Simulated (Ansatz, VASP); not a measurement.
## B: VASP beside Ansatz

```
CELL_PARAMETERS angstrom
1.88551 0.00000 0.00000
0.00000 1.88551 0.00000
0.00000 0.00000 1.88551
ATOMIC_POSITIONS crystal
B 0.00000 0.00000 0.00000
```

Alike in both runs: task electric field gradients; functional PBE; k mesh 25 × 25 × 25; occupations fermi-dirac, width 0.05 eV; no spin polarisation.

|  | VASP | Ansatz |
| --- | --- | --- |
| version | VASP 6.6.1 | Ansatz 0.2.0 |
| potentials or method | VASP PAW PBE potentials, release 64 (B) | PAW with Ansatz's default frozen-core files, scalar-relativistic |
| plane-wave cutoff (eV) | 520 | 420 |
| valence electrons in the cell | 3 | 3 |

```tsv
	VASP	Ansatz	Ansatz less VASP
pressure (GPa)	-0.3	-0.3	-0.05
```

With one functional, cell and mesh, what is left measures potentials, basis and numerics.
